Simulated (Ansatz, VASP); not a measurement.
# Si16B: VASP beside Ansatz

```xyz
17
Lattice="0.0000 5.4300 5.4300 5.4300 0.0000 5.4300 5.4300 5.4300 0.0000" Properties=species:S:1:pos:R:3 pbc="T T T"
Si    0.0140   -0.0123    0.0153
Si    1.3449    1.3692    1.3468
Si    2.7305    2.7028    0.0147
Si    4.0641    4.0872    1.3481
Si    2.6788    0.0063    2.6793
Si    4.0908    1.3389    4.0913
Si    5.4248    2.7505    2.6805
Si    6.8255    4.0348    4.0821
Si    0.0127    2.7029    2.7320
Si    1.3464    4.0871    4.0655
Si    2.7299    5.4209    2.7315
Si    4.0604    6.8022    4.0618
Si    2.6801    2.7505    5.4253
Si    4.0816    4.0351    6.8257
Si    5.4134    5.4477    5.4137
Si    6.8250    6.7799    6.8255
B     7.4765    8.8178    7.4767
```

Alike in both runs: functional PBE; k mesh 2 × 2 × 2; occupations gaussian, width 0.02 eV; collinear spin.

Ansatz relaxed the structure, and its values are those at the end. VASP's run is a single point on that final structure, the one shown.

|  | VASP | Ansatz |
| --- | --- | --- |
| version | VASP 6.6.1 | Ansatz 0.2.0 |
| potentials or method | VASP PAW PBE potentials, release 64 (Si, B), cutoff 520 eV | scalar-relativistic, plane waves, PAW |
| valence electrons in the cell | 67 | 67 |

|  | VASP | Ansatz | Ansatz less VASP |
| --- | --- | --- | --- |
| rms of the force components (eV/Å) | 0.008 | 0.007 | -0.0011 |
| net moment per atom (μB) | 0.04 | 0.04 | 0.000 |
| size of the moment on the site where the two differ most (μB) | 0.09 | 0.10 | +0.009 |

Site moments also hang on the region over which each program counts them.

The k mesh is coarse, so the values compare programs but aren't converged.
